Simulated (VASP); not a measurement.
# GaN (F-43m) in VASP: notebook, part 2 of 2

VASP 6.6.1. The steps go on from the part before.

## (3) Single point, LDA

This run uses another cell than the first one, of 11.06 Å³/atom, 1.105 times its volume.

INCAR reads:

```
PREC     = Accurate       # precision mode
ENCUT    = 520            # plane-wave cutoff, eV
EDIFF    = 1E-6           # SCF threshold, eV
ISMEAR   = 0              # smearing method
SIGMA    = 0.02           # smearing width, eV
LREAL    = False          # projectors in reciprocal space
LASPH    = True           # aspherical terms in the spheres
NELM     = 60             # most SCF steps
ALGO     = Normal         # electronic algorithm
ISIF     = 2              # what is computed and relaxed
LWAVE    = False          # write WAVECAR
LCHARG   = True           # write CHGCAR
LELF     = True           # ELF
LVHAR    = True         
NBANDS   = 16             # bands
```

KPOINTS reads:

```
regular mesh
0
Gamma
  10 10 10
```

POSCAR reads:

```
GaN
1.0
    0.0000000000      2.2277008246      2.2277008246
    2.2277008246      0.0000000000      2.2277008246
    2.2277008246      2.2277008246      0.0000000000
Ga N
1 1
Direct
    0.0000000000      0.0000000000      0.0000000000
    0.7500000000      0.7500000000      0.7500000000
```

Potentials or basis: VASP PAW LDA potentials, release 64 (Ga_d, N).

On the command line:

```sh
cat potpaw_LDA.64/Ga_d/POTCAR potpaw_LDA.64/N/POTCAR > POTCAR
mpirun -np 1 vasp_std > vasp.out
```

OUTCAR:

```text
PREC = Accurate
   ENCUT = 520
   EDIFF = 1E-6
   ISMEAR = 0
   LREAL = False
   LASPH = True
   NELM = 60
   ISIF = 2

 ion  position               nearest neighbor table
   1  0.000  0.000  0.000-   2 1.93   2 1.93   2 1.93   2 1.93
   2  0.750  0.750  0.750-   1 1.93   1 1.93   1 1.93   1 1.93

  LATTYP: Found a face centered cubic cell.
 ALAT       =     4.4554016492

  Lattice vectors:

 A1 = (   0.0000000000,   2.2277008246,   2.2277008246)
 A2 = (   2.2277008246,   0.0000000000,   2.2277008246)
 A3 = (   2.2277008246,   2.2277008246,   0.0000000000)

Analysis of symmetry for initial positions (statically):
=====================================================================
 Subroutine PRICEL returns:
 Original cell was already a primitive cell.

 Routine SETGRP: Setting up the symmetry group for a
 face centered cubic supercell.

 Subroutine GETGRP returns: Found 24 space group operations
 (whereof 24 operations were pure point group operations)
 out of a pool of 48 trial point group operations.

The static configuration has the point symmetry T_d .

Analysis of symmetry for dynamics (positions and initial velocities):
=====================================================================
 Subroutine PRICEL returns:
[... 153 lines left out ...]
  free energy    TOTEN  =       -13.94379212 eV

  energy without entropy =      -13.94379212  energy(sigma->0) =      -13.94379212

 E-fermi :   5.6254     XC(G=0): -12.3037

 val. band max:        5.4192781851   @ k =   0.0000   0.0000   0.0000
 cond. band min:       7.3913215899   @ k =   0.0000   0.0000   0.0000
 fundamental gap:      1.9720434048
 Fermi energy:         5.6254300860

 k-point     1 :       0.0000    0.0000    0.0000
  band No.  band energies     occupation
      1     -10.6885      2.00000
      2      -8.1711      2.00000
      3      -8.1711      2.00000
      4      -8.1711      2.00000
      5      -7.8169      2.00000
      6      -7.8169      2.00000
[... 433 lines left out ...]
      3      -7.9240      2.00000
      4      -7.9227      2.00000
      5      -7.7500      2.00000
      6      -6.8253      2.00000
[... 8 lines left out ...]
     15      28.1210      0.00000
     16      28.1549      0.00000

 [... further k-points ...]
[... 5 lines left out ...]
  --------------------------------------------------------------------------------------
  -------------------------------------------------------------------------------------
  Total        0.1548304      0.1548304      0.1548304      0.0000000      0.0000000      0.0000000
  in kB       11.2193103     11.2193103     11.2193103      0.0000000      0.0000000      0.0000000
  external PRESSURE =      11.2193103 kB  Pullay stress =       0.0000000 kB

 VOLUME and BASIS-vectors are now :
 -----------------------------------------------------------------------------
  energy-cutoff  :      520.00
  volume of cell :       22.11
      direct lattice vectors                 reciprocal lattice vectors
     0.000000000  2.227700825  2.227700825    -0.224446656  0.224446656  0.224446656
     2.227700825  0.000000000  2.227700825     0.224446656 -0.224446656  0.224446656
     2.227700825  2.227700825  0.000000000     0.224446656  0.224446656 -0.224446656

 POSITION                                       TOTAL-FORCE (eV/Angst)
 -----------------------------------------------------------------------------------
      0.00000      0.00000      0.00000         0.000000      0.000000      0.000000
      3.34155      3.34155      3.34155        -0.000000     -0.000000     -0.000000
 -----------------------------------------------------------------------------------
    total drift:                               -0.000002     -0.000002     -0.000002

  FREE ENERGIE OF THE ION-ELECTRON SYSTEM (eV)
  ---------------------------------------------------
  free  energy   TOTEN  =       -13.9437921174 eV

  energy  without entropy=      -13.9437921174  energy(sigma->0) =      -13.94379212
```

Run time: 17 s. Hardware: 1 thread of AMD EPYC 7R43 (Zen 3), shared host; peak memory 0.1 GiB.

What came out:

```
Free energy            : -13.9438 eV
Pressure               : 1.1 GPa
Band gap on the k mesh : 1.97 eV, direct
```

As with any semilocal functional, this LDA gap is likely too small.

## (4) Single point, LDA

This run uses another cell than the first one, of 11.06 Å³/atom, 1.105 times its volume.

INCAR reads:

```
  PREC = Accurate
  ENCUT = 520
  EDIFF = 1E-6
  ISMEAR = 0
  SIGMA = 0.01
  LREAL = False
  LASPH = True
  NELM = 80
  ALGO = Normal
  ISIF = 2
  LWAVE = False
  LCHARG = False
  NBANDS = 16
```

KPOINTS is that of step 3.

POSCAR is that of step 3.

On the command line:

```sh
cat potpaw_LDA.64/Ga_d/POTCAR potpaw_LDA.64/N/POTCAR > POTCAR
mpirun -np 1 vasp_std > vasp.out
```

It took 16 s on 1 thread of AMD EPYC 7R43 (Zen 3), shared host; peak memory 0.1 GiB.

The run converged. Its results:

| Property | Result |
| --- | --- |
| Free energy | -13.9438 eV |
| Pressure | 1.1 GPa |
| Band gap on the k mesh | 1.97 eV, direct |

Levels at points of the mesh, in eV from the valence-band top:
| k point | band 6 | band 7 | band 8 | band 9 | band 10 | band 11 | band 12 | band 13 |
| --- | --- | --- | --- | --- | --- | --- | --- | --- |
| (0.00, 0.00, 0.00) | -13.24 | 0.00 | 0.00 | 0.00 | 1.97 | 10.33 | 10.33 | 10.33 |
| (0.50, 0.00, 0.00) | -11.86 | -7.35 | -1.02 | -1.02 | 4.78 | 8.77 | 10.38 | 10.38 |
| (0.50, 0.50, 0.00) | -11.38 | -6.35 | -2.86 | -2.86 | 3.26 | 6.69 | 11.75 | 14.12 |

Expect the measured gap to be larger: semilocal functionals such as LDA lack the derivative discontinuity.

## (5) Relaxation of cell and atoms, LDA

This run uses another cell than the first one, of 11.06 Å³/atom, 1.105 times its volume.

INCAR reads:

```
SYSTEM = GaN
PREC = Accurate
ENCUT = 600
EDIFF = 1E-7
ISMEAR = 0
SIGMA = 0.01
LREAL = .FALSE.
LASPH = .TRUE.
NELM = 60
ALGO = Normal
ISIF = 3
LWAVE = .FALSE.
LCHARG = .FALSE.
GGA = CA
IBRION = 2
NSW = 80
EDIFFG = -0.001
```

KPOINTS reads:

```
Automatic mesh
0
G
  10 10 10
  0 0 0
```

POSCAR is that of step 4.

On the command line:

```sh
cat potpaw_LDA.64/Ga_d/POTCAR potpaw_LDA.64/N/POTCAR > POTCAR
mpirun -np 1 vasp_std > vasp.out
```

Wall time 42 s (1 thread of AMD EPYC 7R43 (Zen 3), shared host); peak memory 0.12 GiB.

The run converged. Its results:

```
Free energy                            : -13.9444 eV
Relaxed volume                         : 11.11 Å³/atom
Relaxed cell                           : a = 3.156 Å, b = 3.156 Å, c = 3.156 Å, α = 60.00°, β = 60.00°, γ = 60.00°
Space group after relaxing (to 0.05 Å) : F-43m (No. 216)
Energy gained by relaxing              : 0.2 meV/atom
Ionic steps                            : 3
Pressure after relaxing                : 0.0 GPa
Band gap on the k mesh                 : 1.94 eV, direct
```

The path:
| step | energy change (eV) | largest force (eV/Å) | pressure (GPa) | volume (Å³) |
| --- | --- | --- | --- | --- |
| 1 | 0.0000 | 0.0000 | 0.99 | 22.11 |
| 2 | 0.0000 | 0.0000 | -1.00 | 22.33 |
| 3 | -0.0003 | 0.0000 | 0.00 | 22.22 |

Final structure:
```
Ga N
1.0
     0.00000    2.23141    2.23141
     2.23141    0.00000    2.23141
     2.23141    2.23141    0.00000
Ga N
1 1
Direct
  0.00000 0.00000 0.00000
  0.75000 0.75000 0.75000
```

Levels at points of the mesh, in eV from the valence-band top:
```tsv
k point	band 7	band 8	band 9	band 10	band 11	band 12
(0.00, 0.00, 0.00)	0.00	0.00	0.00	1.94	10.29	10.29
(0.50, 0.00, 0.00)	-7.32	-1.02	-1.02	4.75	8.74	10.36
(0.50, 0.50, 0.00)	-6.33	-2.84	-2.84	3.26	6.66	11.71
```

Expect the measured gap to be larger: semilocal functionals such as LDA lack the derivative discontinuity.

## (6) Overview

| task | cell | cutoff (eV) | smearing | gap on the mesh (eV) | pressure (GPa) |
| --- | --- | --- | --- | --- | --- |
| single point | a = 3.048 Å, angles 60.0°, 2 atoms | 520 | gaussian 0.01 eV | 2.62 | 26.4 |
| single point | a = 3.150 Å, angles 60.0°, 2 atoms | 520 | gaussian 0.02 eV | 1.97 | 1.1 |
| single point | a = 3.150 Å, angles 60.0°, 2 atoms | 520 | gaussian 0.01 eV | 1.97 | 1.1 |
| relaxation of cell and atoms | relaxed from a = 3.150 Å, angles 60.0°, 2 atoms | 600 | gaussian 0.01 eV | 1.94 | 0.0 |

Alike in all rows: level LDA; potentials or basis VASP PAW LDA potentials, release 64 (Ga_d, N); no spin polarisation; k mesh 10 × 10 × 10.

Absolute energies hang on the potentials; compare differences alone.
